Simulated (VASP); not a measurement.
SiC (Moissanite 3C), 2 atoms in the cell. The structure is cubic, space group F-43m (No. 216). The conventional cell has a = 4.358 Å, b = 4.358 Å, c = 4.358 Å, α = 90.00°, β = 90.00°, γ = 90.00°. Within 2.5 Å of Si (site symmetry -43m) lie 4 C at 1.89 Å. Within 2.5 Å of C (site symmetry -43m) lie 4 Si at 1.89 Å. 

* Program: VASP 6.6.1
* Task: relaxation of cell and atoms
* Functional: PBE
* Potentials or basis: VASP PAW PBE potentials, release 64 (Si, C)
* Cutoff: 600 eV
* k mesh: 9 × 9 × 9
* Occupations: gaussian, width 0.01 eV
* Spin: no spin polarisation
* Target pressure: 4 GPa
* Dipole correction: no
* Further INCAR settings: ALGO = Normal; EDIFF = 1e-07; IBRION = 2; EDIFFG = -0.005; NSW = 80; ISIF = 3

Potentials or basis: VASP PAW PBE potentials, release 64 (Si, C).

Command:

```sh
$ cat potpaw_PBE.64/Si/POTCAR potpaw_PBE.64/C/POTCAR > POTCAR
$ mpirun -np 1 vasp_std > vasp.out
```

Hardware: 1 thread of Intel Xeon 8259CL, with other jobs on the host.

How long does it take, and how much memory?

Run time: 29 s on 1 thread of Intel Xeon 8259CL, on a shared host, peak memory 0.15 GiB. Counts: scf iterations 27, k points 35, ion steps 3.
